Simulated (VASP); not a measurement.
A run of VASP 6.6.1:

The input INCAR:

```
PREC     = Accurate       # precision mode
ENCUT    = 820            # plane-wave cutoff, eV
EDIFF    = 1E-6           # SCF threshold, eV
ISMEAR   = -1             # smearing method
SIGMA    = 0.05           # smearing width, eV
LREAL    = False          # projectors in reciprocal space
LASPH    = True           # aspherical terms in the spheres
NELM     = 120            # most SCF steps
ALGO     = Normal         # electronic algorithm
ISIF     = 2              # what is computed and relaxed
LWAVE    = False          # write WAVECAR
LCHARG   = False          # write CHGCAR
GGA      = PS             # functional
NBANDS   = 26             # bands
GGA_COMPAT= False
```

The input KPOINTS:

```
regular mesh
0
Gamma
  12 12 7
```

POSCAR

```
Cu
1.0
    2.5837974578      0.0000000000      0.0000000000
   -1.2918987289      2.2376342367      0.0000000000
    0.0000000000      0.0000000000      4.1932301247
Cu
2
Direct
    0.6666666667      0.3333333333      0.7500000000
    0.3333333333      0.6666666667      0.2500000000
```

Potentials or basis: VASP PAW PBE potentials, release 64 (Cu_sv_GW).

Launch:

```console
$ cat potpaw_PBE.64/Cu_sv_GW/POTCAR > POTCAR
$ mpirun -np 1 vasp_std > vasp.out
```

Hardware: 1 thread of AMD EPYC 9R45 96-Core Processor (Zen 5) (shared host).

Problem. How long does it take, and how much memory?

Solution. Wall time 56 s on 1 thread of AMD EPYC 9R45 96-Core Processor (Zen 5) (shared host), peak memory 0.2 GiB. Counts: scf iterations 12, k points 76.
